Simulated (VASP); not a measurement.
# Pb (Fd-3m) in VASP: notebook

Runs on Pb. Level: PBEsol. Tasks: single point.

Program: VASP 6.6.1. These are calculated values, not measurements. Logs are shortened: lines on timing, memory, paths and dates and some standing lists are left out, and cuts for length are marked.

### 1 The cell of the first run

The structure is cubic, space group Fd-3m (No. 227). The conventional cell has a = 6.763 Å, b = 6.763 Å, c = 6.763 Å, α = 90.00°, β = 90.00°, γ = 90.00°. Pb (site symmetry -43m) has 4 Pb at 2.93 Å within 3.9 Å.

### 2 Single point, PBEsol

Contents of INCAR:

```
ALGO = Normal
EDIFF = 1E-7
ENCUT = 520
GGA = PS
ISIF = 2
ISMEAR = 0
LASPH = True
LCHARG = False
LREAL = False
LWAVE = False
NBANDS = 21
NELM = 80
PREC = Accurate
SIGMA = 0.1
```

Contents of KPOINTS:

```
k-points
0
Gamma
  6 6 6
```

Contents of POSCAR:

```
Pb
1.0
    0.0000000000      3.3815535586      3.3815535586
    3.3815535586      0.0000000000      3.3815535586
    3.3815535586      3.3815535586      0.0000000000
Pb
2
Direct
    0.0000000000      0.0000000000      0.0000000000
    0.2500000000      0.2500000000      0.2500000000
```

Potentials or basis: VASP PAW PBE potentials, release 64 (Pb_d).

Started as:

```
cat potpaw_PBE.64/Pb_d/POTCAR > POTCAR
mpirun -np 1 vasp_std > vasp.out
```

OUTCAR:

```text
EDIFF = 1E-7
   ENCUT = 520
   GGA = PS
   ISIF = 2
   ISMEAR = 0
   LASPH = True
   LREAL = False
   NELM = 80
   PREC = Accurate

 ion  position               nearest neighbor table
   1  0.000  0.000  0.000-   2 2.93   2 2.93   2 2.93   2 2.93
   2  0.250  0.250  0.250-   1 2.93   1 2.93   1 2.93   1 2.93

  LATTYP: Found a face centered cubic cell.
 ALAT       =     6.7631071172

  Lattice vectors:

 A1 = (   0.0000000000,   3.3815535586,   3.3815535586)
 A2 = (   3.3815535586,   0.0000000000,   3.3815535586)
 A3 = (   3.3815535586,   3.3815535586,   0.0000000000)

Analysis of symmetry for initial positions (statically):
=====================================================================
 Subroutine PRICEL returns:
 Original cell was already a primitive cell.

 Routine SETGRP: Setting up the symmetry group for a
 face centered cubic supercell.

 Subroutine GETGRP returns: Found 48 space group operations
 (whereof 24 operations were pure point group operations)
 out of a pool of 48 trial point group operations.

The static configuration has the point symmetry T_d .
 The point group associated with its full space group is O_h .

Analysis of symmetry for dynamics (positions and initial velocities):
=====================================================================
 Subroutine PRICEL returns:
 Original cell was already a primitive cell.

 Routine SETGRP: Setting up the symmetry group for a
 face centered cubic supercell.

 Subroutine GETGRP returns: Found 48 space group operations
 (whereof 24 operations were pure point group operations)
 out of a pool of 48 trial point group operations.

The dynamic configuration has the point symmetry T_d .
 The point group associated with its full space group is O_h .

 Subroutine INISYM returns: Found 48 space group operations
 (whereof 24 operations are pure point group operations),
 and found     1 'primitive' translations

----------------------------------------------------------------------------------------

                                     Primitive cell

  volume of cell :      77.3355

  direct lattice vectors                    reciprocal lattice vectors
     0.000000000  3.381553559  3.381553559    -0.147861032  0.147861032  0.147861032
     3.381553559  0.000000000  3.381553559     0.147861032 -0.147861032  0.147861032
     3.381553559  3.381553559  0.000000000     0.147861032  0.147861032 -0.147861032

  length of vectors
     4.782238904  4.782238904  4.782238904     0.256102820  0.256102820  0.256102820

  position of ions in fractional coordinates (direct lattice)
     0.000000000  0.000000000  0.000000000
     0.250000000  0.250000000  0.250000000

  ion indices of the primitive-cell ions
   primitive index   ion index
                 1           1
                 2           2

----------------------------------------------------------------------------------------

 KPOINTS: k-points

Automatic generation of k-mesh.
 Grid dimensions read from file:
 generate k-points for:    6    6    6

 Generating k-lattice:

  Cartesian coordinates                     Fractional coordinates (reciprocal lattice)
    -0.024643505  0.024643505  0.024643505     0.166666667  0.000000000  0.000000000
     0.024643505 -0.024643505  0.024643505     0.000000000  0.166666667  0.000000000
     0.024643505  0.024643505 -0.024643505     0.000000000  0.000000000  0.166666667

  Length of vectors
     0.042683803  0.042683803  0.042683803

  Shift w.r.t. Gamma in fractional coordinates (k-lattice)
     0.000000000  0.000000000  0.000000000

 Subroutine IBZKPT returns following result:
 ===========================================

 Found     16 irreducible k-points:

 Following reciprocal coordinates:
            Coordinates               Weight
  0.000000  0.000000  0.000000      1.000000
  0.166667  0.000000  0.000000      8.000000
  0.333333  0.000000  0.000000      8.000000
  0.500000  0.000000  0.000000      4.000000
  0.166667  0.166667  0.000000      6.000000
  0.333333  0.166667  0.000000     24.000000
[... 8 lines left out ...]
 -0.333333  0.333333  0.166667     24.000000
 -0.333333  0.500000  0.166667     12.000000
   k-points           NKPTS =     16   k-points in BZ     NKDIM =     16   number of bands    NBANDS=     21
   number of dos      NEDOS =    301   number of ions     NIONS =      2
   total plane-waves  NPLWV =  46656
   dimension x,y,z NGX =    36 NGY =   36 NGZ =   36
   dimension x,y,z NGXF=    72 NGYF=   72 NGZF=   72
   ions per type =               2
   NGX,Y,Z   is equivalent  to a cutoff of  12.51, 12.51, 12.51 a.u.
   NGXF,Y,Z  is equivalent  to a cutoff of  25.03, 25.03, 25.03 a.u.
 SYSTEM =  unknown system
   PREC   = accura    normal or accurate (medium, high low for compatibility)
   ISTART =      0    job   : 0-new  1-cont  2-samecut
   ICHARG =      2    charge: 1-file 2-atom 10-const
   ISPIN  =      1    spin polarized calculation?
   LNONCOLLINEAR =      F non collinear calculations
   LSORBIT =      F    spin-orbit coupling
   LASPH  =      T    aspherical Exc in radial PAW
   ENCUT  =  520.0 eV  38.22 Ry    6.18 a.u.   8.89  8.89  8.89*2*pi/ulx,y,z
   NELM   =     80;   NELMIN=  2; NELMDL= -5     # of ELM steps
   EDIFF  = 0.1E-06   stopping-criterion for ELM
   LREAL  =      F    real-space projection
   EDIFFG = 0.1E-05   stopping-criterion for IOM
   NSW    =      0    number of steps for IOM
   IBRION =     -1    ionic relax: 0-MD 1-quasi-New 2-CG
   NFREE  =      0    steps in history (QN), initial steepest desc. (CG)
   ISIF   =      2    stress and relaxation
   ISYM   =      2    0-nonsym 1-usesym 2-fastsym
   POTIM  = 0.5000    time-step for ionic-motion
   TEBEG  =    0.0;   TEEND  =   0.0 temperature during run
   PSTRESS=    0.0 pullay stress
   NELECT =      28.0000    total number of electrons
   NUPDOWN=      -1.0000    fix difference up-down
   EMIN   =  10.00;   EMAX   =-10.00  energy-range for DOS
   EFERMI =   0.00;   METHOD = LEGACY
   ISMEAR =     0;   SIGMA  =   0.10  broadening in eV -4-tet -1-fermi 0-gaus
   EFERMI_NEDOS =   21; number of points for ismear=-14 and -15
   IALGO  =     38    algorithm
   IMIX   =      4    mixing-type and parameters
     AMIX     =   0.40;   BMIX     =  1.00
     AMIX_MAG =   1.60;   BMIX_MAG =  1.00
  volume/ion in A,a.u.               =      38.67       260.94
  Fermi-wavevector in a.u.,A,eV,Ry     =   1.166813  2.204957 18.523685  1.361452
  Thomas-Fermi vector in A             =   2.303321
   LORBIT       =      0    0 simple, 1 ext, 2 COOP (PROOUT), +10 PAW based schemes
   GGA     = PS    functional components
   LHFCALC =     F    Hartree Fock is set to
   AEXX    =    0.0000 exact exchange contribution
   IVDW    =     0    specifies the selected vdW correction
   LEPSILON=     F    determine dielectric tensor
   LRPA    =     F    only Hartree local field effects (RPA)
 non-spin polarized calculation
 Gauss-broadening in eV      SIGMA  =   0.10
  energy-cutoff  :      520.00
  volume of cell :       77.34
 maximum number of plane-waves:      2100
   NGX = 17   NGY = 17   NGZ = 17

 number of electron      28.0000005 magnetization

 Free energy of the ion-electron system (eV)
  ---------------------------------------------------
  ext. energy  EPLUGINS =         0.00000000
  ---------------------------------------------------
  free energy    TOTEN  =        -7.30015535 eV

  energy without entropy =       -7.29443352  energy(sigma->0) =       -7.29729443

 E-fermi :   4.5500     XC(G=0):  -8.8374

 val. band max:        4.4376874208   @ k =  -0.1667   0.1667   0.0000
 cond. band min:       4.5546003753   @ k =   0.1667   0.0000   0.0000
 fundamental gap:      0.1169129545
 Fermi energy:         4.5500076816

 k-point     1 :       0.0000    0.0000    0.0000
  band No.  band energies     occupation
      1     -12.6024      2.00000
      2     -12.6024      2.00000
      3     -12.6024      2.00000
      4     -12.5153      2.00000
      5     -12.5153      2.00000
      6     -12.0243      2.00000
[... 13 lines left out ...]
     20      12.6002      0.00000
     21      12.6002      0.00000

 k-point     2 :       0.1667    0.0000    0.0000
  band No.  band energies     occupation
      1     -12.6285      2.00000
      2     -12.6285      2.00000
      3     -12.5959      2.00000
      4     -12.4763      2.00000
      5     -12.4763      2.00000
      6     -12.0634      2.00000
[... 13 lines left out ...]
     20      11.8331      0.00000
     21      11.8331      0.00000

 k-point     3 :       0.3333    0.0000    0.0000
  band No.  band energies     occupation
      1     -12.6514      2.00000
      2     -12.6514      2.00000
      3     -12.5824      2.00000
      4     -12.4323      2.00000
      5     -12.4323      2.00000
      6     -12.0967      2.00000
[... 13 lines left out ...]
     20      12.1604      0.00000
     21      12.1604      0.00000

 k-point     4 :       0.5000    0.0000    0.0000
  band No.  band energies     occupation
      1     -12.6570      2.00000
      2     -12.6570      2.00000
      3     -12.5751      2.00000
      4     -12.4196      2.00000
      5     -12.4196      2.00000
      6     -12.1041      2.00000
[... 13 lines left out ...]
     20      12.6991      0.00000
     21      13.1720      0.00000

 k-point     5 :       0.1667    0.1667    0.0000
  band No.  band energies     occupation
      1     -12.6240      2.00000
      2     -12.6237      2.00000
      3     -12.6237      2.00000
      4     -12.4796      2.00000
      5     -12.4327      2.00000
      6     -12.1497      2.00000
[... 13 lines left out ...]
     20      10.5017      0.00000
     21      13.2614      0.00000

 k-point     6 :       0.3333    0.1667    0.0000
  band No.  band energies     occupation
      1     -12.6685      2.00000
      2     -12.6470      2.00000
      3     -12.5852      2.00000
      4     -12.4326      2.00000
      5     -12.3750      2.00000
      6     -12.2131      2.00000
[... 13 lines left out ...]
     20      12.0029      0.00000
     21      13.1273      0.00000

 k-point     7 :       0.5000    0.1667    0.0000
  band No.  band energies     occupation
      1     -12.6938      2.00000
      2     -12.6648      2.00000
      3     -12.5371      2.00000
      4     -12.3888      2.00000
      5     -12.3724      2.00000
      6     -12.2056      2.00000
[... 13 lines left out ...]
     20      12.7125      0.00000
     21      13.3672      0.00000

 k-point     8 :      -0.3333    0.1667    0.0000
  band No.  band energies     occupation
      1     -12.6864      2.00000
      2     -12.6718      2.00000
      3     -12.5292      2.00000
      4     -12.4162      2.00000
      5     -12.3713      2.00000
      6     -12.1603      2.00000
[... 13 lines left out ...]
     20      11.8049      0.00000
     21      12.9484      0.00000

 k-point     9 :      -0.1667    0.1667    0.0000
  band No.  band energies     occupation
      1     -12.6591      2.00000
      2     -12.6497      2.00000
      3     -12.5727      2.00000
      4     -12.4554      2.00000
      5     -12.4145      2.00000
      6     -12.1297      2.00000
[... 13 lines left out ...]
     20      11.4215      0.00000
     21      11.8881      0.00000

 k-point    10 :       0.3333    0.3333    0.0000
  band No.  band energies     occupation
      1     -12.6614      2.00000
      2     -12.6614      2.00000
      3     -12.5975      2.00000
      4     -12.3822      2.00000
      5     -12.3311      2.00000
      6     -12.2844      2.00000
[... 13 lines left out ...]
     20      13.3608      0.00000
     21      14.2175      0.00000

 k-point    11 :       0.5000    0.3333    0.0000
  band No.  band energies     occupation
      1     -12.6994      2.00000
      2     -12.6751      2.00000
      3     -12.5245      2.00000
      4     -12.3770      2.00000
      5     -12.3215      2.00000
      6     -12.2388      2.00000
[... 13 lines left out ...]
     20      13.7523      0.00000
     21      13.9705      0.00000

 k-point    12 :      -0.3333    0.3333    0.0000
  band No.  band energies     occupation
      1     -12.7177      2.00000
      2     -12.6808      2.00000
      3     -12.4904      2.00000
      4     -12.3202      2.00000
      5     -12.2982      2.00000
      6     -12.2870      2.00000
[... 13 lines left out ...]
     20      12.3073      0.00000
     21      14.6041      0.00000

 k-point    13 :       0.5000    0.5000    0.0000
  band No.  band energies     occupation
      1     -12.6784      2.00000
      2     -12.6784      2.00000
      3     -12.4946      2.00000
      4     -12.4946      2.00000
      5     -12.2499      2.00000
      6     -12.2499      2.00000
[... 13 lines left out ...]
     20      13.0963      0.00000
     21      15.0782      0.00000

 k-point    14 :       0.5000    0.3333    0.1667
  band No.  band energies     occupation
      1     -12.6902      2.00000
      2     -12.6830      2.00000
      3     -12.5252      2.00000
      4     -12.3851      2.00000
      5     -12.3105      2.00000
      6     -12.2804      2.00000
[... 13 lines left out ...]
     20      12.4932      0.00000
     21      13.8790      0.00000

 k-point    15 :      -0.3333    0.3333    0.1667
  band No.  band energies     occupation
      1     -12.7123      2.00000
      2     -12.6894      2.00000
      3     -12.4772      2.00000
      4     -12.3445      2.00000
      5     -12.2960      2.00000
      6     -12.2895      2.00000
[... 13 lines left out ...]
     20      13.6869      0.00000
     21      13.7037      0.00000

 k-point    16 :      -0.3333    0.5000    0.1667
  band No.  band energies     occupation
      1     -12.7022      2.00000
      2     -12.7022      2.00000
      3     -12.4290      2.00000
      4     -12.4290      2.00000
      5     -12.2590      2.00000
      6     -12.2590      2.00000
[... 13 lines left out ...]
     20      13.5103      0.00000
     21      14.5875      0.00000

------------------------ aborting loop because EDIFF is reached ----------------------------------------

  FORCE on cell =-STRESS in cart. coord.  units (eV):
  Direction    XX          YY          ZZ          XY          YZ          ZX
  --------------------------------------------------------------------------------------
  -------------------------------------------------------------------------------------
  Total        1.1268374      1.1268374      1.1268374      0.0000000      0.0000000     -0.0000000
  in kB       23.3449534     23.3449534     23.3449534      0.0000000      0.0000000     -0.0000000
  external PRESSURE =      23.3449534 kB  Pullay stress =       0.0000000 kB

 VOLUME and BASIS-vectors are now :
 -----------------------------------------------------------------------------
  energy-cutoff  :      520.00
  volume of cell :       77.34
      direct lattice vectors                 reciprocal lattice vectors
     0.000000000  3.381553559  3.381553559    -0.147861032  0.147861032  0.147861032
     3.381553559  0.000000000  3.381553559     0.147861032 -0.147861032  0.147861032
     3.381553559  3.381553559  0.000000000     0.147861032  0.147861032 -0.147861032

 POSITION                                       TOTAL-FORCE (eV/Angst)
 -----------------------------------------------------------------------------------
      0.00000      0.00000      0.00000         0.000000      0.000000      0.000000
      1.69078      1.69078      1.69078        -0.000000     -0.000000     -0.000000
 -----------------------------------------------------------------------------------
    total drift:                                0.000000      0.000000      0.000000

  FREE ENERGIE OF THE ION-ELECTRON SYSTEM (eV)
  ---------------------------------------------------
  free  energy   TOTEN  =        -7.3001553462 eV

  energy  without entropy=       -7.2944335181  energy(sigma->0) =       -7.29729443
```

Wall time 19 s (1 thread of Intel Xeon 6975P-C, shared host); peak memory 0.2 GiB.

What came out:

```yaml
Free_energy: -7.3002 eV
Pressure: 2.3 GPa
Band_gap_on_the_k_mesh: zero (band 14 reaches 5.06 eV, above the bottom of band 15 at 3.83 eV)
```

Caveat: the PAW data sets were made with another functional, which shifts forces and pressure a little; spin-orbit coupling is left out, which moves the levels of the heavy elements.

### 3 Single point, PBEsol

This run uses another cell than the first one, of 41.32 Å³/atom, 1.069 times its volume.

Contents of INCAR:

```
PREC     = Accurate       # precision mode
ENCUT    = 520            # plane-wave cutoff, eV
EDIFF    = 1E-6           # SCF threshold, eV
ISMEAR   = 0              # smearing method
SIGMA    = 0.1            # smearing width, eV
LREAL    = False          # projectors in reciprocal space
LASPH    = True           # aspherical terms in the spheres
NELM     = 60             # most SCF steps
ALGO     = Normal         # electronic algorithm
ISIF     = 2              # what is computed and relaxed
LWAVE    = False          # write WAVECAR
LCHARG   = True           # write CHGCAR
GGA      = PS             # functional
LELF     = True           # ELF
LVHAR    = True         
NBANDS   = 21             # bands
```

Contents of KPOINTS:

```
Automatic mesh
0
Gamma
  12 12 12
```

Contents of POSCAR:

```
Pb
1.0
    0.0000000000      3.4572569249      3.4572569249
    3.4572569249      0.0000000000      3.4572569249
    3.4572569249      3.4572569249      0.0000000000
Pb
2
Direct
    0.0000000000      0.0000000000      0.0000000000
    0.2500000000      0.2500000000      0.2500000000
```

Potentials or basis: VASP PAW PBE potentials, release 64 (Pb_d).

Started as:

```
cat potpaw_PBE.64/Pb_d/POTCAR > POTCAR
mpirun -np 1 vasp_std > vasp.out
```

Wall time 1.9 min (1 thread of AMD EPYC 7R43 (Zen 3), shared host); peak memory 0.21 GiB.

It converged, with:

```
Free energy            : -7.3477 eV
Pressure               : -0.1 GPa
Band gap on the k mesh : zero (band 14 reaches 4.42 eV, above the bottom of band 15 at 3.29 eV)
```

Levels at points of the mesh, in eV from the Fermi level:
| k point | band 12 | band 13 | band 14 | band 15 | band 16 | band 17 |
| --- | --- | --- | --- | --- | --- | --- |
| (0.00, 0.00, 0.00) | -4.01 | 0.42 | 0.42 | 0.42 | 2.42 | 2.42 |
| (0.50, 0.00, 0.00) | -7.07 | -0.97 | -0.71 | -0.71 | 3.52 | 3.52 |
| (0.50, 0.50, 0.00) | -8.44 | -1.91 | -1.91 | 0.85 | 0.85 | 7.10 |

Caveat: the PAW data sets were made with another functional, which shifts forces and pressure a little; spin-orbit coupling is left out, which moves the levels of the heavy elements.
